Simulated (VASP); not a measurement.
Here is a VASP 6.6.1 calculation.

File INCAR:

```
PREC = Accurate
ENCUT = 520
EDIFF = 1E-7
ISMEAR = 0
SIGMA = 0.015
LREAL = F
LASPH = T
NELM = 60
ALGO = Normal
ISIF = 2
LWAVE = F
LCHARG = F
GGA = PE
NBANDS = 13
```

File KPOINTS:

```
Automatic mesh
0
Gamma
  11 11 10
```

The input POSCAR:

```
Ge
1.0
    1.3971490000     -2.6005160000      0.0000000000
    1.3971490000      2.6005160000      0.0000000000
    0.0000000000      0.0000000000      2.6982310000
Ge
1
Direct
    0.5000000000      0.5000000000      0.0000000000
```

Potentials or basis: VASP PAW PBE potentials, release 64 (Ge_d).

The run is started by

```bash
$ cat potpaw_PBE.64/Ge_d/POTCAR > POTCAR
$ mpirun -np 1 vasp_std > vasp.out
```

Task: Estimate the band gap on the k mesh.

Result: Zero (band 7 reaches 12.88 eV, above the bottom of band 8 at 3.82 eV).

Task: Estimate the pressure.

Result: -0.6 GPa.

Stress tensor (GPa, compression positive):
```
 1.13  0.00  0.00
 0.00 -2.81  0.00
 0.00  0.00 -0.24
```
